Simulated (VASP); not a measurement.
# PtSe2 (P-3m1) in VASP: single point with PBEsol+D3(BJ)

Aim: the single point of PtSe2 with PBEsol+D3(BJ).

Program: VASP 6.6.1. These are calculated values, not measurements. Logs are shortened: lines on timing, memory, paths and dates and some standing lists are left out, and cuts for length are marked.

## (1) The cell of the first run

The structure is trigonal, space group P-3m1 (No. 164). The conventional cell has a = 3.739 Å, b = 3.739 Å, c = 4.630 Å, α = 90.00°, β = 90.00°, γ = 120.00°. Within 3.3 Å of Pt (site symmetry -3m) lie 6 Se at 2.50 Å. Se (site symmetry 3m) has 3 Pt at 2.50 Å and 3 Se at 3.02 Å within 3.3 Å.

## (2) Single point, PBEsol+D3(BJ)

Contents of INCAR:

```
SYSTEM = PtSe2
PREC = Accurate
ENCUT = 520
EDIFF = 1E-6
ISMEAR = 0
SIGMA = 0.15
LREAL = .False.
LASPH = .True.
NELM = 80
ALGO = Normal
ISIF = 2
LWAVE = .False.
LCHARG = .False.
GGA = PS
IVDW = 12
NBANDS = 18
```

Contents of KPOINTS:

```
Automatic mesh
0
Gamma
  12 12 8
  0 0 0
```

Contents of POSCAR:

```
PtSe2
1.0
    3.7388646046      0.0000000000      0.0000000000
   -1.8694323023      3.2379517289      0.0000000000
    0.0000000000      0.0000000000      4.6296715343
Pt Se
1 2
Direct
    0.0000000000      0.0000000000      0.0000000000
    0.3333333333      0.6666666667      0.2721511594
    0.6666666667      0.3333333333      0.7278488406
```

Potentials or basis: VASP PAW PBE potentials, release 64 (Pt, Se).

Run with:

```console
cat potpaw_PBE.64/Pt/POTCAR potpaw_PBE.64/Se/POTCAR > POTCAR
mpirun -np 1 vasp_std > vasp.out
```

OUTCAR:

```text
SYSTEM = PtSe2
   PREC = Accurate
   ENCUT = 520
   EDIFF = 1E-6
   ISMEAR = 0
   LREAL = .False.
   LASPH = .True.
   NELM = 80
   ISIF = 2
   GGA = PS
   IVDW = 12
 IVDW          = 12

 ion  position               nearest neighbor table
   1  0.000  0.000  0.000-   2 2.50   3 2.50   3 2.50   2 2.50   3 2.50   2 2.50
   2  0.333  0.667  0.272-   1 2.50   1 2.50   1 2.50
   3  0.667  0.333  0.728-   1 2.50   1 2.50   1 2.50

  LATTYP: Found a hexagonal cell.
 ALAT       =     3.7388646046
 C/A-ratio  =     1.2382560012

  Lattice vectors:

 A1 = (   3.7388646046,   0.0000000000,   0.0000000000)
 A2 = (  -1.8694323023,   3.2379517289,   0.0000000000)
 A3 = (   0.0000000000,   0.0000000000,   4.6296715343)

Analysis of symmetry for initial positions (statically):
=====================================================================
 Subroutine PRICEL returns:
 Original cell was already a primitive cell.

 Routine SETGRP: Setting up the symmetry group for a
 hexagonal supercell.

 Subroutine GETGRP returns: Found 12 space group operations
 (whereof 12 operations were pure point group operations)
 out of a pool of 24 trial point group operations.

The static configuration has the point symmetry D_3d.

Analysis of symmetry for dynamics (positions and initial velocities):
=====================================================================
 Subroutine PRICEL returns:
 Original cell was already a primitive cell.

 Routine SETGRP: Setting up the symmetry group for a
 hexagonal supercell.

 Subroutine GETGRP returns: Found 12 space group operations
 (whereof 12 operations were pure point group operations)
 out of a pool of 24 trial point group operations.

The dynamic configuration has the point symmetry D_3d.

 Subroutine INISYM returns: Found 12 space group operations
 (whereof 12 operations are pure point group operations),
 and found     1 'primitive' translations

----------------------------------------------------------------------------------------

                                     Primitive cell

  volume of cell :      56.0480

  direct lattice vectors                    reciprocal lattice vectors
     3.738864605  0.000000000  0.000000000     0.267460875  0.154418608  0.000000000
    -1.869432302  3.237951729  0.000000000     0.000000000  0.308837217  0.000000000
     0.000000000  0.000000000  4.629671534     0.000000000  0.000000000  0.215998045

  length of vectors
     3.738864605  3.738864605  4.629671534     0.308837217  0.308837217  0.215998045

  position of ions in fractional coordinates (direct lattice)
     0.000000000  0.000000000  0.000000000
     0.333333333  0.666666667  0.272151159
     0.666666667  0.333333333  0.727848841

  ion indices of the primitive-cell ions
   primitive index   ion index
                 1           1
                 2           2
                 3           3

----------------------------------------------------------------------------------------

 KPOINTS: Automatic mesh

Automatic generation of k-mesh.
 Grid dimensions read from file:
 generate k-points for:   12   12    8

 Generating k-lattice:

  Cartesian coordinates                     Fractional coordinates (reciprocal lattice)
     0.022288406  0.012868217  0.000000000     0.083333333  0.000000000  0.000000000
     0.000000000  0.025736435  0.000000000     0.000000000  0.083333333  0.000000000
     0.000000000  0.000000000  0.026999756     0.000000000  0.000000000  0.125000000

  Length of vectors
     0.025736435  0.025736435  0.026999756

  Shift w.r.t. Gamma in fractional coordinates (k-lattice)
     0.000000000  0.000000000  0.000000000

 Subroutine IBZKPT returns following result:
 ===========================================

 Found    131 irreducible k-points:

 Following reciprocal coordinates:
            Coordinates               Weight
  0.000000  0.000000  0.000000      1.000000
  0.083333  0.000000  0.000000      6.000000
  0.166667  0.000000  0.000000      6.000000
  0.250000  0.000000  0.000000      6.000000
  0.333333  0.000000  0.000000      6.000000
  0.416667 -0.000000  0.000000      6.000000
[... 16 lines left out ...]
  0.166667  0.000000  0.125000      6.000000
  0.000000  0.166667  0.125000      6.000000
 [... further k-points ...]
   k-points           NKPTS =    131   k-points in BZ     NKDIM =    131   number of bands    NBANDS=     18
   number of dos      NEDOS =    301   number of ions     NIONS =      3
   total plane-waves  NPLWV =  28224
   dimension x,y,z NGX =    28 NGY =   28 NGZ =   36
   dimension x,y,z NGXF=    56 NGYF=   56 NGZF=   72
   ions per type =               1   2
   NGX,Y,Z   is equivalent  to a cutoff of  12.45, 12.45, 12.93 a.u.
   NGXF,Y,Z  is equivalent  to a cutoff of  24.90, 24.90, 25.85 a.u.
 SYSTEM =  PtSe2
   PREC   = accura    normal or accurate (medium, high low for compatibility)
   ISTART =      0    job   : 0-new  1-cont  2-samecut
   ICHARG =      2    charge: 1-file 2-atom 10-const
   ISPIN  =      1    spin polarized calculation?
   LNONCOLLINEAR =      F non collinear calculations
   LSORBIT =      F    spin-orbit coupling
   LASPH  =      T    aspherical Exc in radial PAW
   ENCUT  =  520.0 eV  38.22 Ry    6.18 a.u.   6.95  6.95  8.61*2*pi/ulx,y,z
   NELM   =     80;   NELMIN=  2; NELMDL= -5     # of ELM steps
   EDIFF  = 0.1E-05   stopping-criterion for ELM
   LREAL  =      F    real-space projection
   EDIFFG = 0.1E-04   stopping-criterion for IOM
   NSW    =      0    number of steps for IOM
   IBRION =     -1    ionic relax: 0-MD 1-quasi-New 2-CG
   NFREE  =      0    steps in history (QN), initial steepest desc. (CG)
   ISIF   =      2    stress and relaxation
   ISYM   =      2    0-nonsym 1-usesym 2-fastsym
   POTIM  = 0.5000    time-step for ionic-motion
   TEBEG  =    0.0;   TEEND  =   0.0 temperature during run
   PSTRESS=    0.0 pullay stress
   NELECT =      22.0000    total number of electrons
   NUPDOWN=      -1.0000    fix difference up-down
   EMIN   =  10.00;   EMAX   =-10.00  energy-range for DOS
   EFERMI =   0.00;   METHOD = LEGACY
   ISMEAR =     0;   SIGMA  =   0.15  broadening in eV -4-tet -1-fermi 0-gaus
   EFERMI_NEDOS =   21; number of points for ismear=-14 and -15
   IALGO  =     38    algorithm
   IMIX   =      4    mixing-type and parameters
     AMIX     =   0.40;   BMIX     =  1.00
     AMIX_MAG =   1.60;   BMIX_MAG =  1.00
  volume/ion in A,a.u.               =      18.68       126.08
  Fermi-wavevector in a.u.,A,eV,Ry     =   1.198659  2.265137 19.548623  1.436783
  Thomas-Fermi vector in A             =   2.334542
   LORBIT       =      0    0 simple, 1 ext, 2 COOP (PROOUT), +10 PAW based schemes
   GGA     = PS    functional components
   LHFCALC =     F    Hartree Fock is set to
   AEXX    =    0.0000 exact exchange contribution
   IVDW    =    12    specifies the selected vdW correction
   LEPSILON=     F    determine dielectric tensor
   LRPA    =     F    only Hartree local field effects (RPA)
 non-spin polarized calculation
 Gauss-broadening in eV      SIGMA  =   0.15
  energy-cutoff  :      520.00
  volume of cell :       56.05
 maximum number of plane-waves:      1524
   NGX = 13   NGY = 13   NGZ = 17

 number of electron      21.9999995 magnetization

 Free energy of the ion-electron system (eV)
  ---------------------------------------------------
  ext. energy  EPLUGINS =         0.00000000
  ---------------------------------------------------
  free energy    TOTEN  =       -15.86828449 eV

  energy without entropy =      -15.85912573  energy(sigma->0) =      -15.86370511

 E-fermi :   7.3315     XC(G=0): -11.3010

 val. band max:        7.3185682396   @ k =   0.0000   0.2500   0.2500
 cond. band min:       7.3430398606   @ k =   0.3333   0.3333   0.0000
 fundamental gap:      0.0244716209
 Fermi energy:         7.3314797513

 k-point     1 :       0.0000    0.0000    0.0000
  band No.  band energies     occupation
      1      -8.8069      2.00000
      2      -5.1649      2.00000
      3      -0.1577      2.00000
      4       0.7952      2.00000
      5       0.7952      2.00000
      6       3.3935      2.00000
[... 10 lines left out ...]
     17      14.5038      0.00000
     18      18.9515      0.00000

 k-point     2 :       0.0833    0.0000    0.0000
  band No.  band energies     occupation
      1      -8.7271      2.00000
      2      -5.2257      2.00000
      3      -0.0591      2.00000
      4       0.8475      2.00000
      5       0.8889      2.00000
      6       3.2875      2.00000
[... 10 lines left out ...]
     17      14.7316      0.00000
     18      17.9464      0.00000

 k-point     3 :       0.1667    0.0000    0.0000
  band No.  band energies     occupation
      1      -8.4942      2.00000
      2      -5.3919      2.00000
      3       0.2249      2.00000
      4       0.9955      2.00000
      5       1.1444      2.00000
      6       2.8665      2.00000
[... 10 lines left out ...]
     17      15.3026      0.00000
     18      16.5748      0.00000

 k-point     4 :       0.2500    0.0000    0.0000
  band No.  band energies     occupation
      1      -8.1294      2.00000
      2      -5.6291      2.00000
      3       0.6534      2.00000
      4       1.2102      2.00000
      5       1.3961      2.00000
      6       2.1576      2.00000
[... 10 lines left out ...]
     17      15.5133      0.00000
     18      15.8012      0.00000

 k-point     5 :       0.3333    0.0000    0.0000
  band No.  band energies     occupation
      1      -7.6723      2.00000
      2      -5.9115      2.00000
      3       0.7481      2.00000
      4       1.2689      2.00000
      5       1.4339      2.00000
      6       2.3043      2.00000
[... 10 lines left out ...]
     17      14.9966      0.00000
     18      15.9604      0.00000

 k-point     6 :       0.4167   -0.0000    0.0000
  band No.  band energies     occupation
      1      -7.1880      2.00000
      2      -6.2320      2.00000
      3       0.1244      2.00000
      4       1.5902      2.00000
      5       1.7387      2.00000
      6       2.8882      2.00000
[... 10 lines left out ...]
     17      14.5689      0.00000
     18      17.2654      0.00000

 k-point     7 :       0.5000    0.0000    0.0000
  band No.  band energies     occupation
      1      -6.8600      2.00000
      2      -6.4910      2.00000
      3      -0.1216      2.00000
      4       1.6413      2.00000
      5       1.9766      2.00000
      6       3.1635      2.00000
[... 10 lines left out ...]
     17      14.4165      0.00000
     18      18.5238      0.00000

 k-point     8 :       0.0833    0.0833    0.0000
  band No.  band energies     occupation
      1      -8.5707      2.00000
      2      -5.3386      2.00000
      3       0.1312      2.00000
      4       0.9508      2.00000
      5       1.0617      2.00000
      6       3.1278      2.00000
[... 10 lines left out ...]
     17      15.2170      0.00000
     18      16.7435      0.00000
[... 229 lines left out ...]
     17      15.6193      0.00000
     18      18.2520      0.00000

 k-point    20 :       0.0000    0.0000    0.1250
  band No.  band energies     occupation
      1      -8.7182      2.00000
      2      -5.4218      2.00000
      3       0.1576      2.00000
      4       0.8148      2.00000
      5       0.8148      2.00000
      6       3.3786      2.00000
[... 10 lines left out ...]
     17      14.4494      0.00000
     18      18.5031      0.00000

 k-point    21 :       0.0833    0.0000    0.1250
  band No.  band energies     occupation
      1      -8.6391      2.00000
      2      -5.4650      2.00000
      3       0.1735      2.00000
      4       0.8975      2.00000
      5       0.9364      2.00000
      6       3.2840      2.00000
[... 10 lines left out ...]
     17      14.5338      0.00000
     18      17.1981      0.00000

 k-point    22 :       0.0000    0.0833    0.1250
  band No.  band energies     occupation
      1      -8.6403      2.00000
      2      -5.4591      2.00000
      3       0.1499      2.00000
      4       0.8345      2.00000
      5       1.0097      2.00000
      6       3.2184      2.00000
[... 10 lines left out ...]
     17      15.0370      0.00000
     18      17.0605      0.00000

 k-point    23 :       0.1667    0.0000    0.1250
  band No.  band energies     occupation
      1      -8.4062      2.00000
      2      -5.5972      2.00000
      3       0.3269      2.00000
      4       1.0761      2.00000
      5       1.2474      2.00000
      6       2.9918      2.00000
[... 10 lines left out ...]
     17      14.5619      0.00000
     18      15.8162      0.00000

 k-point    24 :       0.0000    0.1667    0.1250
  band No.  band energies     occupation
      1      -8.4158      2.00000
      2      -5.5562      2.00000
      3       0.1800      2.00000
      4       0.9435      2.00000
      5       1.4382      2.00000
      6       2.6214      2.00000
[... 10 lines left out ...]
     17      15.9669      0.00000
     18      16.0698      0.00000

 [... further k-points ...]

------------------------ aborting loop because EDIFF is reached ----------------------------------------

 Edisp (eV)   -1.39316

 E8    (eV) :    -0.9066

  FORCE on cell =-STRESS in cart. coord.  units (eV):
  Direction    XX          YY          ZZ          XY          YZ          ZX
  --------------------------------------------------------------------------------------
  -------------------------------------------------------------------------------------
  Total       0.06061     0.06061     0.06681     0.00000     0.00000     0.00000
  in kB       1.73252     1.73252     1.90985     0.00000     0.00000     0.00000
  external pressure =        1.79 kB  Pullay stress =        0.00 kB

 VOLUME and BASIS-vectors are now :
 -----------------------------------------------------------------------------
  energy-cutoff  :      520.00
  volume of cell :       56.05
      direct lattice vectors                 reciprocal lattice vectors
     3.738864605  0.000000000  0.000000000     0.267460875  0.154418608  0.000000000
    -1.869432302  3.237951729  0.000000000     0.000000000  0.308837217  0.000000000
     0.000000000  0.000000000  4.629671534     0.000000000  0.000000000  0.215998045

 POSITION                                       TOTAL-FORCE (eV/Angst)
 -----------------------------------------------------------------------------------
      0.00000      0.00000      0.00000         0.000000      0.000000      0.000000
     -0.00000      2.15863      1.25997         0.000000      0.000000      0.012264
      1.86943      1.07932      3.36970        -0.000000     -0.000000     -0.012264
 -----------------------------------------------------------------------------------
    total drift:                               -0.000000     -0.000000     -0.000000

  FREE ENERGIE OF THE ION-ELECTRON SYSTEM (eV)
  ---------------------------------------------------
  free  energy   TOTEN  =       -17.2614433778 eV

  energy  without entropy=      -17.2522846205  energy(sigma->0) =      -17.25686400
```

It took 50 s on 1 thread of AMD EPYC 9R45 (Zen 5), shared host; peak memory 0.25 GiB.

Results:

- Free energy: -17.2614 eV
- Pressure: 0.2 GPa
- Largest force: 0.012 eV/Å
- Band gap on the k mesh: zero (band 11 reaches 8.25 eV, above the bottom of band 12 at 7.27 eV)
- Dispersion energy per atom: -0.464 eV

Forces in eV/Å, atoms in the order of the input:
```
Pt   0.000  0.000  0.000
Se   0.000  0.000  0.012
Se   0.000  0.000 -0.012
```

Caveat: the PAW data sets were made with another functional, which shifts forces and pressure a little; spin-orbit coupling is left out, which moves the levels of the heavy elements; pairwise dispersion overbinds metals, which lowers pressure and volume.
